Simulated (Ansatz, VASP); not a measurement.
## Mo: VASP beside Ansatz

```
Mo
1.0
    -1.57642    1.57642    1.57642
     1.57642   -1.57642    1.57642
     1.57642    1.57642   -1.57642
Mo
1
Direct
  0.00000 0.00000 0.00000
```

Alike in both runs: task single point; functional r2SCAN; k mesh 7 × 7 × 7; occupations fermi-dirac, width 0.1 eV; no spin polarisation.

```csv
,VASP,Ansatz
version,VASP 6.6.1,Ansatz 0.2.0
potentials or method,"VASP PAW PBE potentials, release 64 (Mo_sv), cutoff 520 eV","plane waves (500 eV) with PAW, scalar-relativistic"
valence electrons in the cell,14,14
```

|  | VASP | Ansatz | Ansatz less VASP |
| --- | --- | --- | --- |
| pressure (GPa) | 1.1 | 0.0 | -1.14 |

VASP's potentials were made for PBE, not for r2SCAN. With one functional, cell and mesh, what is left measures potentials, basis and numerics.

The k mesh is coarse, so the values compare programs but aren't converged.
